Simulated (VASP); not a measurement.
Set up this calculation in VASP 6.6.1, as the native input.

- Task: single point
- Functional: PBE
- Dispersion: D3(BJ)
- Potentials or basis: VASP PAW PBE potentials, release 64 (C, O)
- Cutoff: 520 eV
- k mesh: 6 × 4 × 1
- Occupations: gaussian, width 0.05 eV
- Spin: no spin polarisation
- Dipole correction: yes
- Further INCAR settings: LREAL = Auto; ALGO = Normal; EDIFF = 1e-06; NBANDS = 62

The structure of C21O lies in POSCAR:

```
C21O
1.0
    4.9298676348      0.0000000000      0.0000000000
    0.0000000000      6.6106466029      0.0000000000
    0.0000000000      0.0000000000     23.0462285946
C O
21 1
Direct
    0.2500000000      0.6298229082      0.1735641901
    0.7500000000      0.6298229082      0.1735641901
    0.0000000000      0.5373434205      0.1893644698
    0.5000000000      0.5373434205      0.1893644698
    0.0000000000      0.3522116844      0.2208793344
    0.5000000000      0.3522116844      0.2208793344
    0.2500000000      0.2597321967      0.2366796141
    0.7500000000      0.2597321967      0.2366796141
    0.2500000000      0.0746004606      0.2681944787
    0.7500000000      0.0746004606      0.2681944787
    0.0000000000      0.9836592811      0.2844332683
    0.5000000000      0.9836592811      0.2844332683
    0.0000000000      0.7989713350      0.3169069768
    0.5000000000      0.7989713350      0.3169069768
    0.2500000000      0.7082723620      0.3324707277
    0.7500000000      0.7082723620      0.3324707277
    0.2500000000      0.5151741001      0.3643514146
    0.7500000000      0.5151741001      0.3643514146
    0.0000000000      0.4319289200      0.3773384682
    0.5000000000      0.4319289200      0.3773384682
    0.1250000000      1.1819289200      0.5660895248
    0.1250000000      1.1819289200      0.5161898202
```

One way to write it, as run:

INCAR

```
ALGO = Normal
DIPOL = 0.5 0.5 0.300
EDIFF = 1E-6
ENCUT = 520
GGA = PE
IDIPOL = 3
ISIF = 2
ISMEAR = 0
IVDW = 12
LASPH = T
LCHARG = T
LDIPOL = T
LELF = T
LREAL = Auto
LVACPOTAV = T
LVHAR = T
LWAVE = F
NBANDS = 62
NELM = 80
PREC = Accurate
SIGMA = 0.05
```

KPOINTS

```
k-points
0
Gamma
  6 4 1
```

Potentials or basis: VASP PAW PBE potentials, release 64 (C, O).

Launch:

```bash
$ cat potpaw_PBE.64/C/POTCAR potpaw_PBE.64/O/POTCAR > POTCAR
$ mpirun -np 1 vasp_std > vasp.out
```

It gave:

| Property | Result |
| --- | --- |
| Largest force | 3.104 eV/Å |
| Band gap on the k mesh | zero (bands 45 and 46 overlap by 0.12 eV) |
| Dispersion energy per atom | -0.099 eV |

It took 25 min on 1 thread of Intel(R) Xeon(R) Platinum 8259CL CPU @ 2.50GHz (Skylake/Cascade Lake), on a shared host, peak memory 0.9 GiB.
